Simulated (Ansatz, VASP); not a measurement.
## Two plane-wave programs on Ca2MgAs2

```xyz
5
Lattice="3.3896 0.0000 0.0000 0.0000 3.3896 0.0000 0.0000 0.0000 11.0811" Properties=species:S:1:pos:R:3 pbc="T T T"
Ca    0.0000    0.0000    9.2454
Ca    0.0000    0.0000    1.8357
Mg    0.0000    0.0000    5.5405
As    1.6948    1.6948    3.7419
As    1.6948    1.6948    7.3392
```

Alike in both runs: functional PBE; k mesh 4 × 4 × 2; occupations gaussian, width 0.1 eV; no spin polarisation.

Ansatz relaxed the structure, and its values are those at the end. VASP's run is a single point on that final structure, the one shown.

|  | VASP | Ansatz |
| --- | --- | --- |
| version | VASP 6.6.1 | Ansatz 0.2.0 |
| potentials or method | VASP PAW PBE potentials, release 64 (Ca_sv, Mg, As), cutoff 520 eV | scalar-relativistic, plane waves, PAW |
| valence electrons in the cell | 32 | 60 |

VASP gave:

```
gap on the k mesh at the Fermi level (eV) : none
pressure (GPa)                            : 0.1
rms of the force components (eV/Å)        : 0.017
```

Estimate Ansatz's values.

gap on the k mesh at the Fermi level (eV): none; pressure (GPa): 0.0; rms of the force components (eV/Å): 0.007.

A gap of «none» marks a metal or a gap that the smearing closes. The functional is the same, so the differences come from potentials, cutoffs and numerics. VASP's potentials hold 32 valence electrons a cell and Ansatz's 60, so a difference there can come from the potentials and not from the codes.

The k mesh is coarse, so the values compare programs but aren't converged.
